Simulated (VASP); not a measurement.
Write the native input for VASP 6.6.1 that does the following.

| Quantity | Value |
| --- | --- |
| Task | single point |
| Functional | LDA |
| Potentials or basis | VASP PAW PBE potentials, release 64 (Yb) |
| Cutoff | 520 eV |
| k mesh | 13 × 13 × 13 |
| Occupations | fermi-dirac, width 0.1 eV |
| Spin | no spin polarisation |
| Dipole correction | no |
| Further INCAR settings | ALGO = Normal; EDIFF = 1e-07; NBANDS = 18 |

The structure of Yb lies in POSCAR:

```
Yb
1.0
   -1.8881351545      1.8881351545      1.8881351545
    1.8881351545     -1.8881351545      1.8881351545
    1.8881351545      1.8881351545     -1.8881351545
Yb
1
Direct
    0.0000000000      0.0000000000      0.0000000000
```

This isn't the form of Yb at room conditions, which is fcc.

One way to write it, as run:

INCAR

```
PREC     = Accurate       # precision mode
ENCUT    = 520            # plane-wave cutoff, eV
EDIFF    = 1E-7           # SCF threshold, eV
ISMEAR   = -1             # smearing method
SIGMA    = 0.1            # smearing width, eV
LREAL    = False          # projectors in reciprocal space
LASPH    = True           # aspherical terms in the spheres
NELM     = 60             # most SCF steps
ALGO     = Normal         # electronic algorithm
ISIF     = 2              # what is computed and relaxed
LWAVE    = False          # write WAVECAR
LCHARG   = False          # write CHGCAR
GGA      = CA             # functional
NBANDS   = 18             # bands
```

KPOINTS

```
regular mesh
0
Gamma
  13 13 13
```

Potentials or basis: VASP PAW PBE potentials, release 64 (Yb).

Run with:

```sh
$ cat potpaw_PBE.64/Yb/POTCAR > POTCAR
$ mpirun -np 1 vasp_std > vasp.out
```

Results of the run:

```
Pressure               : 2.3 GPa
Band gap on the k mesh : zero (bands 12 and 13 overlap by 0.95 eV)
```

Caveat: the PAW data sets were made with another functional, which shifts forces and pressure a little; spin-orbit coupling is left out, which moves the levels of the heavy elements.

It took 25 s on 1 thread of Intel(R) Xeon(R) 6975P-C (Granite Rapids), with other jobs on the host, peak memory 0.16 GiB.
